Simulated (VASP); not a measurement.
Runs of VASP 6.6.1 on B3C2. The structure is that of space group Pm-3m (No. 221), or close to it. The cells are those of the table. 

```csv
task,spin,cell,k mesh,cutoff (eV),gap on the mesh (eV),pressure (GPa),moment (μB),relaxed volume (Å³/atom)
single point,"collinear, ferromagnetic start","a = 3.736 Å, 5 atoms",6 × 6 × 6,520,none,-36.0,0.09,-
relaxation of cell and atoms,off,"relaxed from a = 3.270 Å, 5 atoms",12 × 12 × 12,600,none,0.2,-,(b)
single point,off,"a = 3.268 Å, 5 atoms",12 × 12 × 12,520,none,0.0,-,-
single point,off,"a = 3.736 Å, 5 atoms",6 × 6 × 6,520,none,-36.0,-,-
single point,off,"a = 3.270 Å, 5 atoms",6 × 6 × 6,520,none,-0.3,-,-
single point,"collinear, ferromagnetic start","a = 3.270 Å, 5 atoms",6 × 6 × 6,520,none,-0.3,(a),-
relaxation of cell and atoms,off,"relaxed from a = 3.736 Å, 5 atoms",6 × 6 × 6,600,none,-0.4,-,6.99
```

Alike in all rows: level PBE; potentials or basis VASP PAW PBE potentials, release 64 (B, C); smearing gaussian 0.1 eV.

Question: Estimate the missing entries.

Answer: (a) 0.00; (b) 6.97.

Caveats: the volume moved by over 15 % at a fixed basis, so the end points are rough (some runs).

A gap of «none» marks levels without a gap at the run's occupations.
